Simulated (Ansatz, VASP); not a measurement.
# Two plane-wave programs on Bi

```
CELL_PARAMETERS angstrom
-1.91688 1.91688 1.91688
1.91688 -1.91688 1.91688
1.91688 1.91688 -1.91688
ATOMIC_POSITIONS crystal
Bi 0.00000 0.00000 0.00000
```

Alike in both runs: task single point; functional PBEsol; k mesh 16 × 16 × 16; occupations gaussian, width 0.1 eV; no spin polarisation.

|  | VASP | Ansatz |
| --- | --- | --- |
| version | VASP 6.6.1 | Ansatz 0.2.0 |
| potentials or method | VASP PAW PBE potentials, release 64 (Bi_d), cutoff 520 eV | scalar-relativistic, plane waves, PAW |
| valence electrons in the cell | 15 | 15 |

```csv
,VASP,Ansatz,Ansatz less VASP
gap on the k mesh at the Fermi level (eV),none,none,-
pressure (GPa),4.2,4.2,+0.02
```

VASP's potentials were made for PBE, not for PBEsol. A gap of «none» marks a metal or a gap that the smearing closes. The functional is the same, so the differences come from potentials, cutoffs and numerics.

Neither program's run includes spin-orbit coupling.
